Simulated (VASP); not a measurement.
A run of VASP 6.6.1 is set up as follows.

INCAR

```
SYSTEM = Zn7O8
PREC = Accurate
ENCUT = 520
EDIFF = 1E-6
ISMEAR = 0
SIGMA = 0.02
LREAL = Auto
LASPH = .TRUE.
NELM = 80
ALGO = Normal
ISIF = 2
LWAVE = .FALSE.
LCHARG = .FALSE.
GGA = PE
NBANDS = 79
```

Contents of KPOINTS:

```
Automatic mesh
0
G
  2 2 2
  0 0 0
```

The input POSCAR:

```
Zn7O8
1.0
   -3.2494000000     -5.6281260000      0.0000000000
    4.8741000000     -2.8140630000      0.0000000000
    0.0000000000      0.0000000000      5.2038000000
Zn O
7 8
Direct
    0.5000000543      0.3423916572      0.0004673508
    0.2564259307      0.8295850350      0.0055357623
    0.2544815677      0.1654915587      0.4978386948
   -0.0000000018      0.3307353140      0.0024983666
   -0.0000000483      0.6687431204      0.5040064953
    0.7435740429      0.8295850506      0.0055357623
    0.7455185052      0.1654916458      0.4978386948
    0.4999999758      0.3058798386      0.3690956609
    0.5000000510      0.6680343378      0.8986609785
    0.2281725687      0.8460731098      0.3733932895
    0.2502128822      0.1661971932      0.8794192705
   -0.0000000069      0.3365720805      0.3859225950
    0.0000000296      0.6662828207      0.8837743572
    0.7718274138      0.8460731209      0.3733932895
    0.7497871887      0.1661971422      0.8794192705
```

Potentials or basis: VASP PAW PBE potentials, release 64 (Zn, O).

Run with:

```sh
$ cat potpaw_PBE.64/Zn/POTCAR potpaw_PBE.64/O/POTCAR > POTCAR
$ mpirun -np 1 vasp_std > vasp.out
```

Question: What does it give for the largest force?

Answer: 0.064 eV/Å.

Question: Predict the band gap on the k mesh.

Answer: Zero (band 66 reaches 0.44 eV, above the bottom of band 67 at 0.02 eV).

Stress tensor (GPa, compression positive):
```
 3.19 -0.10 -0.04
-0.10  3.08  0.03
-0.04  0.03  4.27
```

Caveat: the k points lie up to 0.60 Å⁻¹ apart.
